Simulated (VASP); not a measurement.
# TePb (Fm-3m) in VASP: notebook, part 2 of 2

VASP 6.6.1. Earlier steps stand in the parts before.

### Step 3. Single point, PBE

The input, INCAR:

```
SYSTEM = TePb
ALGO = Normal
EDIFF = 1E-6
ENCUT = 520
GGA = PE
ISIF = 2
ISMEAR = 0
LASPH = .TRUE.
LCHARG = .FALSE.
LREAL = .FALSE.
LWAVE = .FALSE.
NBANDS = 17
NELM = 80
PREC = Accurate
SIGMA = 0.01
```

The input, KPOINTS:

```
k-points
0
G
  8 8 8
  0 0 0
```

The input, POSCAR:

```
TePb
1.0
    0.0000000000      3.2455545016      3.2455545016
    3.2455545016      0.0000000000      3.2455545016
    3.2455545016      3.2455545016      0.0000000000
Te Pb
1 1
Direct
    0.0000000000      0.0000000000      0.0000000000
    0.5000000000      0.5000000000      0.5000000000
```

Potentials or basis: VASP PAW PBE potentials, release 64 (Te, Pb_d).

Launch:

```sh
$ cat potpaw_PBE.64/Te/POTCAR potpaw_PBE.64/Pb_d/POTCAR > POTCAR
$ mpirun -np 1 vasp_std > vasp.out
```

OUTCAR:

```text
SYSTEM = TePb
   EDIFF = 1E-6
   ENCUT = 520
   GGA = PE
   ISIF = 2
   ISMEAR = 0
   LASPH = .TRUE.
   LREAL = .FALSE.
   NELM = 80
   PREC = Accurate

 ion  position               nearest neighbor table
   1  0.000  0.000  0.000-   2 3.25   2 3.25   2 3.25   2 3.25   2 3.25   2 3.25
   2  0.500  0.500  0.500-   1 3.25   1 3.25   1 3.25   1 3.25   1 3.25   1 3.25

  LATTYP: Found a face centered cubic cell.
 ALAT       =     6.4911090032

  Lattice vectors:

 A1 = (   0.0000000000,   3.2455545016,   3.2455545016)
 A2 = (   3.2455545016,   0.0000000000,   3.2455545016)
 A3 = (   3.2455545016,   3.2455545016,   0.0000000000)

Analysis of symmetry for initial positions (statically):
=====================================================================
 Subroutine PRICEL returns:
 Original cell was already a primitive cell.

 Routine SETGRP: Setting up the symmetry group for a
 face centered cubic supercell.

 Subroutine GETGRP returns: Found 48 space group operations
[... 9 lines left out ...]

 Routine SETGRP: Setting up the symmetry group for a
 face centered cubic supercell.

 Subroutine GETGRP returns: Found 48 space group operations
[... 11 lines left out ...]
                                     Primitive cell

  volume of cell :      68.3749

  direct lattice vectors                    reciprocal lattice vectors
     0.000000000  3.245554502  3.245554502    -0.154056880  0.154056880  0.154056880
     3.245554502  0.000000000  3.245554502     0.154056880 -0.154056880  0.154056880
     3.245554502  3.245554502  0.000000000     0.154056880  0.154056880 -0.154056880

  length of vectors
     4.589907194  4.589907194  4.589907194     0.266834343  0.266834343  0.266834343

  position of ions in fractional coordinates (direct lattice)
     0.000000000  0.000000000  0.000000000
     0.500000000  0.500000000  0.500000000

  ion indices of the primitive-cell ions
   primitive index   ion index
                 1           1
                 2           2

----------------------------------------------------------------------------------------

 KPOINTS: k-points

Automatic generation of k-mesh.
 Grid dimensions read from file:
 generate k-points for:    8    8    8

 Generating k-lattice:

  Cartesian coordinates                     Fractional coordinates (reciprocal lattice)
    -0.019257110  0.019257110  0.019257110     0.125000000  0.000000000  0.000000000
     0.019257110 -0.019257110  0.019257110     0.000000000  0.125000000  0.000000000
     0.019257110  0.019257110 -0.019257110     0.000000000  0.000000000  0.125000000

  Length of vectors
     0.033354293  0.033354293  0.033354293

  Shift w.r.t. Gamma in fractional coordinates (k-lattice)
     0.000000000  0.000000000  0.000000000

 Subroutine IBZKPT returns following result:
 ===========================================

 Found     29 irreducible k-points:

 Following reciprocal coordinates:
            Coordinates               Weight
  0.000000  0.000000  0.000000      1.000000
  0.125000  0.000000  0.000000      8.000000
  0.250000  0.000000  0.000000      8.000000
  0.375000  0.000000  0.000000      8.000000
  0.500000  0.000000  0.000000      4.000000
  0.125000  0.125000  0.000000      6.000000
[... 16 lines left out ...]
  0.500000  0.250000  0.125000     48.000000
 -0.375000  0.250000  0.125000     24.000000
 [... further k-points ...]
   k-points           NKPTS =     29   k-points in BZ     NKDIM =     29   number of bands    NBANDS=     17
   number of dos      NEDOS =    301   number of ions     NIONS =      2
   total plane-waves  NPLWV =  46656
   dimension x,y,z NGX =    36 NGY =   36 NGZ =   36
   dimension x,y,z NGXF=    72 NGYF=   72 NGZF=   72
   ions per type =               1   1
   NGX,Y,Z   is equivalent  to a cutoff of  13.04, 13.04, 13.04 a.u.
   NGXF,Y,Z  is equivalent  to a cutoff of  26.08, 26.08, 26.08 a.u.
 SYSTEM =  TePb
   PREC   = accura    normal or accurate (medium, high low for compatibility)
   ISTART =      0    job   : 0-new  1-cont  2-samecut
   ICHARG =      2    charge: 1-file 2-atom 10-const
   ISPIN  =      1    spin polarized calculation?
   LNONCOLLINEAR =      F non collinear calculations
   LSORBIT =      F    spin-orbit coupling
   LASPH  =      T    aspherical Exc in radial PAW
   ENCUT  =  520.0 eV  38.22 Ry    6.18 a.u.   8.53  8.53  8.53*2*pi/ulx,y,z
   NELM   =     80;   NELMIN=  2; NELMDL= -5     # of ELM steps
   EDIFF  = 0.1E-05   stopping-criterion for ELM
   LREAL  =      F    real-space projection
   EDIFFG = 0.1E-04   stopping-criterion for IOM
   NSW    =      0    number of steps for IOM
   IBRION =     -1    ionic relax: 0-MD 1-quasi-New 2-CG
   NFREE  =      0    steps in history (QN), initial steepest desc. (CG)
   ISIF   =      2    stress and relaxation
   ISYM   =      2    0-nonsym 1-usesym 2-fastsym
   POTIM  = 0.5000    time-step for ionic-motion
   TEBEG  =    0.0;   TEEND  =   0.0 temperature during run
   PSTRESS=    0.0 pullay stress
   NELECT =      20.0000    total number of electrons
   NUPDOWN=      -1.0000    fix difference up-down
   EMIN   =  10.00;   EMAX   =-10.00  energy-range for DOS
   EFERMI =   0.00;   METHOD = LEGACY
   ISMEAR =     0;   SIGMA  =   0.01  broadening in eV -4-tet -1-fermi 0-gaus
   EFERMI_NEDOS =   21; number of points for ismear=-14 and -15
   IALGO  =     38    algorithm
   IMIX   =      4    mixing-type and parameters
     AMIX     =   0.40;   BMIX     =  1.00
     AMIX_MAG =   1.60;   BMIX_MAG =  1.00
  volume/ion in A,a.u.               =      34.19       230.71
  Fermi-wavevector in a.u.,A,eV,Ry     =   1.086724  2.053611 16.068059  1.180969
  Thomas-Fermi vector in A             =   2.222867
   LORBIT       =      0    0 simple, 1 ext, 2 COOP (PROOUT), +10 PAW based schemes
   GGA     = PE    functional components
   LHFCALC =     F    Hartree Fock is set to
   AEXX    =    0.0000 exact exchange contribution
   IVDW    =     0    specifies the selected vdW correction
   LEPSILON=     F    determine dielectric tensor
   LRPA    =     F    only Hartree local field effects (RPA)
 non-spin polarized calculation
 Gauss-broadening in eV      SIGMA  =   0.01
  energy-cutoff  :      520.00
  volume of cell :       68.37
 maximum number of plane-waves:      1862
 NGX is ok and might be reduce to    36
   NGX = 17   NGY = 17   NGZ = 17

 number of electron      20.0000003 magnetization

 Free energy of the ion-electron system (eV)
  ---------------------------------------------------
  ext. energy  EPLUGINS =         0.00000000
  ---------------------------------------------------
  free energy    TOTEN  =        -7.51162306 eV

  energy without entropy =       -7.51162306  energy(sigma->0) =       -7.51162306

 E-fermi :   5.5153     XC(G=0):  -9.2397

 val. band max:        5.4492938277   @ k =   0.5000   0.0000   0.0000
 cond. band min:       6.2128556042   @ k =   0.5000   0.0000   0.0000
 fundamental gap:      0.7635617765
 Fermi energy:         5.5152622061

 k-point     1 :       0.0000    0.0000    0.0000
  band No.  band energies     occupation
      1     -11.2481      2.00000
      2     -11.2481      2.00000
      3     -11.2400      2.00000
      4     -11.2400      2.00000
      5     -11.2400      2.00000
      6      -6.4561      2.00000
[... 9 lines left out ...]
     16      11.2787      0.00000
     17      12.8672      0.00000

 k-point     2 :       0.1250    0.0000    0.0000
  band No.  band energies     occupation
      1     -11.2498      2.00000
      2     -11.2498      2.00000
      3     -11.2396      2.00000
      4     -11.2379      2.00000
      5     -11.2379      2.00000
      6      -6.3248      2.00000
[... 9 lines left out ...]
     16      11.5687      0.00000
     17      13.8701      0.00000

 k-point     3 :       0.2500    0.0000    0.0000
  band No.  band energies     occupation
      1     -11.2548      2.00000
      2     -11.2548      2.00000
      3     -11.2387      2.00000
      4     -11.2321      2.00000
      5     -11.2321      2.00000
      6      -5.9472      2.00000
[... 392 lines left out ...]
 k-point    23 :       0.5000    0.2500    0.1250
  band No.  band energies     occupation
      1     -11.2734      2.00000
      2     -11.2532      2.00000
      3     -11.2374      2.00000
      4     -11.2269      2.00000
      5     -11.2232      2.00000
      6      -5.1571      2.00000
[... 9 lines left out ...]
     16      14.3775      0.00000
     17      15.4632      0.00000

 k-point    24 :      -0.3750    0.2500    0.1250
  band No.  band energies     occupation
      1     -11.2750      2.00000
      2     -11.2554      2.00000
      3     -11.2340      2.00000
      4     -11.2287      2.00000
      5     -11.2211      2.00000
      6      -4.8731      2.00000
[... 9 lines left out ...]
     16      15.2470      0.00000
     17      15.5473      0.00000

 [... further k-points ...]
[... 5 lines left out ...]
  --------------------------------------------------------------------------------------
  -------------------------------------------------------------------------------------
  Total        0.6172153      0.6172153      0.6172153      0.0000000      0.0000000     -0.0000000
  in kB       14.4627380     14.4627380     14.4627380      0.0000000      0.0000000     -0.0000000
  external PRESSURE =      14.4627380 kB  Pullay stress =       0.0000000 kB

 VOLUME and BASIS-vectors are now :
 -----------------------------------------------------------------------------
  energy-cutoff  :      520.00
  volume of cell :       68.37
      direct lattice vectors                 reciprocal lattice vectors
     0.000000000  3.245554502  3.245554502    -0.154056880  0.154056880  0.154056880
     3.245554502  0.000000000  3.245554502     0.154056880 -0.154056880  0.154056880
     3.245554502  3.245554502  0.000000000     0.154056880  0.154056880 -0.154056880

 POSITION                                       TOTAL-FORCE (eV/Angst)
 -----------------------------------------------------------------------------------
      0.00000      0.00000      0.00000         0.000000      0.000000      0.000000
      3.24555      3.24555      3.24555        -0.000000     -0.000000     -0.000000
 -----------------------------------------------------------------------------------
    total drift:                                0.000000      0.000000      0.000000

  FREE ENERGIE OF THE ION-ELECTRON SYSTEM (eV)
  ---------------------------------------------------
  free  energy   TOTEN  =        -7.5116230641 eV

  energy  without entropy=       -7.5116230641  energy(sigma->0) =       -7.51162306
```

OSZICAR:

```text
N       E                     dE             d eps       ncg     rms          rms(c)
DAV:   1     0.148109890578E+03    0.14811E+03   -0.91609E+03   994   0.114E+03
DAV:   2     0.232818027438E+01   -0.14578E+03   -0.14161E+03  1055   0.297E+02
DAV:   3    -0.738388924674E+01   -0.97121E+01   -0.96469E+01  1298   0.801E+01
DAV:   4    -0.762781331096E+01   -0.24392E+00   -0.24381E+00  1217   0.147E+01
DAV:   5    -0.763863821844E+01   -0.10825E-01   -0.10824E-01  1326   0.292E+00    0.327E+00
DAV:   6    -0.751308527818E+01    0.12555E+00   -0.27962E-01  1430   0.361E+00    0.197E+00
DAV:   7    -0.750971776520E+01    0.33675E-02   -0.85340E-02  1205   0.140E+00    0.907E-01
DAV:   8    -0.751179555816E+01   -0.20778E-02   -0.10517E-02  1229   0.105E+00    0.174E-01
DAV:   9    -0.751156497762E+01    0.23058E-03   -0.14920E-03  1393   0.421E-01    0.759E-02
DAV:  10    -0.751161887293E+01   -0.53895E-04   -0.16838E-04  1161   0.954E-02    0.196E-02
DAV:  11    -0.751162338003E+01   -0.45071E-05   -0.44612E-05  1339   0.580E-02    0.166E-02
DAV:  12    -0.751162306410E+01    0.31593E-06   -0.31412E-06  1094   0.912E-03
   1 F= -.75116231E+01 E0= -.75116231E+01  d E =-.555227E-23
```

stdout:

```text
POSCAR found type information on POSCAR TePb
 POSCAR found :  2 types and       2 ions
 scaLAPACK will be used
 LDA part: xc-table for (Slater+PW92), standard interpolation
 POSCAR, INCAR and KPOINTS ok, starting setup
 FFT: planning ... GRIDC
 FFT: planning ... GRID_SOFT
 FFT: planning ... GRID
 WAVECAR not read
 entering main loop
```

Run time: 40 s. Hardware: 1 thread of Intel Xeon Platinum 8488C (Sapphire Rapids), shared host; peak memory 0.21 GiB.

What came out:

| Quantity | Value |
| --- | --- |
| Free energy | -7.5116 eV |
| Pressure | 1.4 GPa |
| Band gap on the k mesh | 0.76 eV, direct |

Levels at points of the mesh, in eV from the valence-band top:
```tsv
k point	band 8	band 9	band 10	band 11	band 12	band 13
(0.00, 0.00, 0.00)	-1.29	-1.29	-1.29	4.07	4.07	4.07
(0.50, 0.00, 0.00)	-0.84	-0.84	0.00	0.76	1.31	1.31
(0.50, 0.50, 0.00)	-4.39	-2.72	-2.72	3.35	5.43	5.43
```

Caveat: spin-orbit coupling is left out, which moves the levels of the heavy elements. A k mesh can miss the band edges.
